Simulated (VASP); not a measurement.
# WSe2 in VASP: further runs, part 2 of 2

VASP 6.6.1. The steps go on from the part before.

**5. Single point, PBE+D3(BJ) (uniaxial strain along a: -1.5 %)**

File INCAR:

```
SYSTEM = WSe2
PREC     = Accurate       ! precision mode
ENCUT    = 520            ! plane-wave cutoff, eV
EDIFF    = 1E-6           ! SCF threshold, eV
ISMEAR   = 0              ! smearing method
SIGMA    = 0.02           ! smearing width, eV
LREAL    = .FALSE.        ! projectors in reciprocal space
LASPH    = .TRUE.         ! aspherical terms in the spheres
NELM     = 60             ! most SCF steps
ALGO     = Normal         ! electronic algorithm
ISIF     = 2              ! what is computed and relaxed
LWAVE    = .FALSE.        ! write WAVECAR
LCHARG   = .FALSE.        ! write CHGCAR
GGA      = PE             ! functional
IVDW     = 12             ! dispersion correction
NBANDS   = 35             ! bands
```

File KPOINTS:

```
regular mesh
0
G
  12 12 2
  0 0 0
```

File POSCAR:

```
WSe2
1.0
    3.2299861641      0.0000000000      0.0000000000
   -1.6149930821      2.8504972180      0.0000000000
    0.0000000000      0.0000000000     12.8363520667
W Se
2 4
Direct
    0.6666666667      0.3333333333      0.2499645175
    0.3333333333      0.6666666667      0.7500354825
    0.3333333333      0.6666666667      0.3816646942
    0.6666666667      0.3333333333      0.8817349847
    0.3333333333      0.6666666667      0.1182650153
    0.6666666667      0.3333333333      0.6183353058
```

Potentials or basis: VASP PAW PBE potentials, release 64 (W_sv, Se).

Launch:

```bash
cat potpaw_PBE.64/W_sv/POTCAR potpaw_PBE.64/Se/POTCAR > POTCAR
mpirun -np 1 vasp_std > vasp.out
```

OUTCAR:

```text
SYSTEM = WSe2
   PREC = Accurate
   ENCUT = 520
   EDIFF = 1E-6
   ISMEAR = 0
   LREAL = .FALSE.
   LASPH = .TRUE.
   NELM = 60
   ISIF = 2
   GGA = PE
   IVDW = 12
 IVDW          = 12

 ion  position               nearest neighbor table
   1  0.667  0.333  0.250-   5 2.52   5 2.52   3 2.52   3 2.52   5 2.54   3 2.54
   2  0.333  0.667  0.750-   4 2.52   4 2.52   6 2.52   6 2.52   4 2.54   6 2.54
   3  0.333  0.667  0.382-   1 2.52   1 2.52   1 2.54
   4  0.667  0.333  0.882-   2 2.52   2 2.52   2 2.54
   5  0.333  0.667  0.118-   1 2.52   1 2.52   1 2.54
   6  0.667  0.333  0.618-   2 2.52   2 2.52   2 2.54

  LATTYP: Found a base centered orthorhombic cell.
 ALAT       =     3.2299861641
 B/A-ratio  =     1.7650213179
 C/A-ratio  =     3.9741198304

  Lattice vectors:

 A1 = (   1.6149930821,  -2.8504972180,   0.0000000000)
 A2 = (   1.6149930820,   2.8504972180,   0.0000000000)
 A3 = (   0.0000000000,   0.0000000000,  12.8363520667)

Analysis of symmetry for initial positions (statically):
=====================================================================
 Subroutine PRICEL returns:
 Original cell was already a primitive cell.

 Routine SETGRP: Setting up the symmetry group for a
 base centered orthorhombic supercell.

 Subroutine GETGRP returns: Found  4 space group operations
 (whereof  4 operations were pure point group operations)
 out of a pool of  8 trial point group operations.

The static configuration has the point symmetry C_2h.

Analysis of symmetry for dynamics (positions and initial velocities):
=====================================================================
 Subroutine PRICEL returns:
 Original cell was already a primitive cell.

 Routine SETGRP: Setting up the symmetry group for a
 base centered orthorhombic supercell.

 Subroutine GETGRP returns: Found  4 space group operations
 (whereof  4 operations were pure point group operations)
 out of a pool of  8 trial point group operations.

The dynamic configuration has the point symmetry C_2h.

 Subroutine INISYM returns: Found  4 space group operations
 (whereof  4 operations are pure point group operations),
 and found     1 'primitive' translations

----------------------------------------------------------------------------------------

                                     Primitive cell

  volume of cell :     118.1851

  direct lattice vectors                    reciprocal lattice vectors
     3.229986164  0.000000000  0.000000000     0.309598849  0.175407994  0.000000000
    -1.614993082  2.850497218  0.000000000     0.000000000  0.350815989  0.000000000
     0.000000000  0.000000000 12.836352067     0.000000000  0.000000000  0.077903753

  length of vectors
     3.229986164  3.276207723 12.836352067     0.355836215  0.350815989  0.077903753

  position of ions in fractional coordinates (direct lattice)
     0.666666667  0.333333333  0.249964517
     0.333333333  0.666666667  0.750035483
     0.333333333  0.666666667  0.381664694
     0.666666667  0.333333333  0.881734985
     0.333333333  0.666666667  0.118265015
     0.666666667  0.333333333  0.618335306

  ion indices of the primitive-cell ions
   primitive index   ion index
                 1           1
                 2           2
[... 32 lines left out ...]
            Coordinates               Weight
  0.000000  0.000000  0.000000      1.000000
  0.083333  0.000000  0.000000      4.000000
  0.166667  0.000000  0.000000      4.000000
  0.250000  0.000000  0.000000      4.000000
  0.333333  0.000000  0.000000      4.000000
  0.416667  0.000000  0.000000      4.000000
[... 16 lines left out ...]
  0.333333  0.166667  0.000000      4.000000
  0.416667  0.166667  0.000000      4.000000
 [... further k-points ...]
   k-points           NKPTS =     86   k-points in BZ     NKDIM =     86   number of bands    NBANDS=     35
   number of dos      NEDOS =    301   number of ions     NIONS =      6
   total plane-waves  NPLWV =  55296
   dimension x,y,z NGX =    24 NGY =   24 NGZ =   96
   dimension x,y,z NGXF=    48 NGYF=   48 NGZF=  192
   ions per type =               2   4
   NGX,Y,Z   is equivalent  to a cutoff of  12.35, 12.18, 12.43 a.u.
   NGXF,Y,Z  is equivalent  to a cutoff of  24.71, 24.36, 24.87 a.u.
 SYSTEM =  WSe2
   PREC   = accura    normal or accurate (medium, high low for compatibility)
   ISTART =      0    job   : 0-new  1-cont  2-samecut
   ICHARG =      2    charge: 1-file 2-atom 10-const
   ISPIN  =      1    spin polarized calculation?
   LNONCOLLINEAR =      F non collinear calculations
   LSORBIT =      F    spin-orbit coupling
   LASPH  =      T    aspherical Exc in radial PAW
   ENCUT  =  520.0 eV  38.22 Ry    6.18 a.u.   6.01  6.09 23.87*2*pi/ulx,y,z
   NELM   =     60;   NELMIN=  2; NELMDL= -5     # of ELM steps
   EDIFF  = 0.1E-05   stopping-criterion for ELM
   LREAL  =      F    real-space projection
   EDIFFG = 0.1E-04   stopping-criterion for IOM
   NSW    =      0    number of steps for IOM
   IBRION =     -1    ionic relax: 0-MD 1-quasi-New 2-CG
   NFREE  =      0    steps in history (QN), initial steepest desc. (CG)
   ISIF   =      2    stress and relaxation
   ISYM   =      2    0-nonsym 1-usesym 2-fastsym
   POTIM  = 0.5000    time-step for ionic-motion
   TEBEG  =    0.0;   TEEND  =   0.0 temperature during run
   PSTRESS=    0.0 pullay stress
   NELECT =      52.0000    total number of electrons
   NUPDOWN=      -1.0000    fix difference up-down
   EMIN   =  10.00;   EMAX   =-10.00  energy-range for DOS
   EFERMI =   0.00;   METHOD = LEGACY
   ISMEAR =     0;   SIGMA  =   0.02  broadening in eV -4-tet -1-fermi 0-gaus
   EFERMI_NEDOS =   21; number of points for ismear=-14 and -15
   IALGO  =     38    algorithm
   IMIX   =      4    mixing-type and parameters
     AMIX     =   0.40;   BMIX     =  1.00
     AMIX_MAG =   1.60;   BMIX_MAG =  1.00
  volume/ion in A,a.u.               =      19.70       132.93
  Fermi-wavevector in a.u.,A,eV,Ry     =   1.245150  2.352992 21.094450  1.550398
  Thomas-Fermi vector in A             =   2.379385
   LORBIT       =      0    0 simple, 1 ext, 2 COOP (PROOUT), +10 PAW based schemes
   GGA     = PE    functional components
   LHFCALC =     F    Hartree Fock is set to
   AEXX    =    0.0000 exact exchange contribution
   IVDW    =    12    specifies the selected vdW correction
   LEPSILON=     F    determine dielectric tensor
   LRPA    =     F    only Hartree local field effects (RPA)
 non-spin polarized calculation
 Gauss-broadening in eV      SIGMA  =   0.02
  energy-cutoff  :      520.00
  volume of cell :      118.19
 maximum number of plane-waves:      3220
   NGX = 13   NGY = 13   NGZ = 47

 number of electron      51.9999995 magnetization

 Free energy of the ion-electron system (eV)
  ---------------------------------------------------
  ext. energy  EPLUGINS =         0.00000000
  ---------------------------------------------------
  free energy    TOTEN  =       -43.03645242 eV

  energy without entropy =      -43.03645242  energy(sigma->0) =      -43.03645242

 E-fermi :   6.8555     XC(G=0): -10.9339

 val. band max:        6.5577301830   @ k =   0.0000   0.0000   0.0000
 cond. band min:       7.4669270659   @ k =  -0.3333   0.1667   0.0000
 fundamental gap:      0.9091968829
 Fermi energy:         6.8555434031

 k-point     1 :       0.0000    0.0000    0.0000
  band No.  band energies     occupation
      1     -67.7133      2.00000
      2     -67.7132      2.00000
      3     -31.9781      2.00000
      4     -31.9781      2.00000
      5     -31.8374      2.00000
      6     -31.8374      2.00000
[... 901 lines left out ...]
     34      11.3953      0.00000
     35      11.3964      0.00000

 [... further k-points ...]

------------------------ aborting loop because EDIFF is reached ----------------------------------------

 Edisp (eV)   -2.87462

 E8    (eV) :    -1.2821

  FORCE on cell =-STRESS in cart. coord.  units (eV):
  Direction    XX          YY          ZZ          XY          YZ          ZX
  --------------------------------------------------------------------------------------
  -------------------------------------------------------------------------------------
  Total       2.59412    -0.05574     0.34568     0.00000     0.00004    -0.00000
  in kB      35.16724    -0.75561     4.68620     0.00000     0.00060    -0.00000
  external pressure =       13.03 kB  Pullay stress =        0.00 kB

 VOLUME and BASIS-vectors are now :
 -----------------------------------------------------------------------------
  energy-cutoff  :      520.00
  volume of cell :      118.19
      direct lattice vectors                 reciprocal lattice vectors
     3.229986164  0.000000000  0.000000000     0.309598849  0.175407994  0.000000000
    -1.614993082  2.850497218  0.000000000     0.000000000  0.350815989  0.000000000
     0.000000000  0.000000000 12.836352067     0.000000000  0.000000000  0.077903753

 POSITION                                       TOTAL-FORCE (eV/Angst)
 -----------------------------------------------------------------------------------
      1.61499      0.95017      3.20863         0.000000     -0.136149      0.000346
     -0.00000      1.90033      9.62772        -0.000000      0.136149     -0.000346
     -0.00000      1.90033      4.89918        -0.000000      0.070919      0.068577
      1.61499      0.95017     11.31826         0.000000     -0.070929      0.067816
     -0.00000      1.90033      1.51809        -0.000000      0.070929     -0.067816
      1.61499      0.95017      7.93717         0.000000     -0.070919     -0.068577
 -----------------------------------------------------------------------------------
    total drift:                                0.000000     -0.000000      0.000000

  FREE ENERGIE OF THE ION-ELECTRON SYSTEM (eV)
  ---------------------------------------------------
  free  energy   TOTEN  =       -45.9110718978 eV

  energy  without entropy=      -45.9110718978  energy(sigma->0) =      -45.91107190
```

It took 1.9 min on 1 thread of Intel Xeon 6975P-C (Granite Rapids), shared host; peak memory 0.43 GiB.

Results:

* Free energy: -45.9111 eV
* Pressure: 1.3 GPa
* Largest force: 0.136 eV/Å
* Band gap on the k mesh: 0.91 eV (least direct gap 1.63 eV)
* Dispersion energy per atom: -0.479 eV

Forces in eV/Å, atoms in the order of the input:
```
W    0.000 -0.136  0.000
W    0.000  0.136  0.000
Se   0.000  0.071  0.069
Se   0.000 -0.071  0.068
Se   0.000  0.071 -0.068
Se   0.000 -0.071 -0.069
```

Stress tensor (GPa, compression positive):
```
 3.52  0.00  0.00
 0.00 -0.08  0.00
 0.00  0.00  0.47
```

Caveat: the cell differs from its parent crystal (uniaxial strain along a: -1.5 %); spin-orbit coupling is left out, which moves the levels of the heavy elements. A k mesh can miss the band edges.

**6. Single point, PBE+D3(BJ) (uniaxial strain along a: +1.5 %)**

File INCAR:

```
PREC     = Accurate       # precision mode
ENCUT    = 520            # plane-wave cutoff, eV
EDIFF    = 1E-6           # SCF threshold, eV
ISMEAR   = 0              # smearing method
SIGMA    = 0.02           # smearing width, eV
LREAL    = F              # projectors in reciprocal space
LASPH    = T              # aspherical terms in the spheres
NELM     = 100            # most SCF steps
ALGO     = Normal         # electronic algorithm
ISIF     = 2              # what is computed and relaxed
LWAVE    = F              # write WAVECAR
LCHARG   = T              # write CHGCAR
GGA      = PE             # functional
IVDW     = 12             # dispersion correction
LELF     = T              # ELF
LVHAR    = T            
NBANDS   = 35             # bands
```

File KPOINTS:

```
regular mesh
0
Gamma
  12 12 2
```

Edit POSCAR of step 5 so:

```diff
@@ -2,5 +2,5 @@
 1.0
-    3.2299861641      0.0000000000      0.0000000000
-   -1.6149930821      2.8504972180      0.0000000000
-    0.0000000000      0.0000000000     12.8363520667
+    3.3283613772      0.0000000000      0.0000000000
+   -1.6641806886      2.8291983596      0.0000000000
+    0.0000000000      0.0000000000     12.7404390999
 W Se
```

Potentials or basis: VASP PAW PBE potentials, release 64 (W_sv, Se).

Launch:

```bash
cat potpaw_PBE.64/W_sv/POTCAR potpaw_PBE.64/Se/POTCAR > POTCAR
mpirun -np 1 vasp_std > vasp.out
```

Run time: 2.3 min. Hardware: 1 thread of Intel Xeon 6975P-C (Granite Rapids), shared host; peak memory 0.45 GiB.

It converged, with:

| Item | Value |
| --- | --- |
| Free energy | -45.9153 eV |
| Pressure | -0.5 GPa |
| Largest force | 0.139 eV/Å |
| Band gap on the k mesh | 0.88 eV (least direct gap 1.49 eV) |
| Dispersion energy per atom | -0.472 eV |

Forces in eV/Å, atoms in the order of the input:
```
W    0.000  0.139  0.000
W    0.000 -0.139  0.000
Se   0.000 -0.073  0.032
Se   0.000  0.073  0.032
Se   0.000 -0.073 -0.032
Se   0.000  0.073 -0.032
```

Stress tensor (GPa, compression positive):
```
-2.60  0.00  0.00
 0.00  0.61  0.00
 0.00  0.00  0.38
```

Levels at points of the mesh, in eV from the valence-band top:
| k point | band 22 | band 23 | band 24 | band 25 | band 26 | band 27 | band 28 | band 29 | band 30 | band 31 |
| --- | --- | --- | --- | --- | --- | --- | --- | --- | --- | --- |
| (0.00, 0.00, 0.00) | -1.58 | -1.52 | -1.16 | -0.92 | 0.00 | 2.45 | 2.51 | 2.52 | 2.62 | 2.67 |
| (0.50, 0.00, 0.00) | -2.45 | -1.54 | -1.41 | -1.34 | -1.09 | 2.01 | 2.05 | 2.24 | 2.58 | 2.87 |
| (0.00, 0.50, 0.00) | -2.39 | -1.61 | -1.47 | -1.29 | -1.27 | 2.05 | 2.10 | 2.19 | 2.62 | 2.83 |
| (0.00, 0.00, 0.50) | -1.63 | -1.55 | -1.55 | -0.19 | -0.19 | 2.45 | 2.45 | 2.62 | 2.62 | 2.68 |
| (0.50, 0.00, 0.50) | -2.63 | -1.42 | -1.42 | -1.24 | -1.24 | 2.03 | 2.03 | 2.44 | 2.44 | 3.29 |
| (0.00, 0.50, 0.50) | -2.59 | -1.45 | -1.45 | -1.35 | -1.35 | 2.07 | 2.07 | 2.45 | 2.45 | 3.27 |

Caveat: the cell differs from its parent crystal (uniaxial strain along a: +1.5 %); spin-orbit coupling is left out, which moves the levels of the heavy elements.

**7. Overview**

| cell | gap on the mesh (eV) | pressure (GPa) | largest force (eV/Å) |
| --- | --- | --- | --- |
| a = 3.279, b = 3.279, c = 12.788 Å, angles 90.0, 90.0, 120.0°, 6 atoms | 0.89 | 0.3 | 0.05 |
| a = 3.328, b = 3.328, c = 12.673 Å, angles 90.0, 90.0, 120.0°, 6 atoms | 0.86 | -2.1 | 0.02 |
| a = 3.230, b = 3.276, c = 12.836 Å, angles 90.0, 90.0, 119.5°, 6 atoms | 0.91 | 1.3 | 0.14 |
| a = 3.328, b = 3.282, c = 12.740 Å, angles 90.0, 90.0, 120.5°, 6 atoms | 0.88 | -0.5 | 0.14 |

Alike in all rows: task single point; level PBE+D3(BJ); potentials or basis VASP PAW PBE potentials, release 64 (W_sv, Se); no spin polarisation; k mesh 12 × 12 × 2; cutoff (eV) 520; smearing gaussian 0.02 eV.

Caveats: spin-orbit coupling is left out, which moves the levels of the heavy elements.

Absolute energies hang on the potentials; compare differences alone.
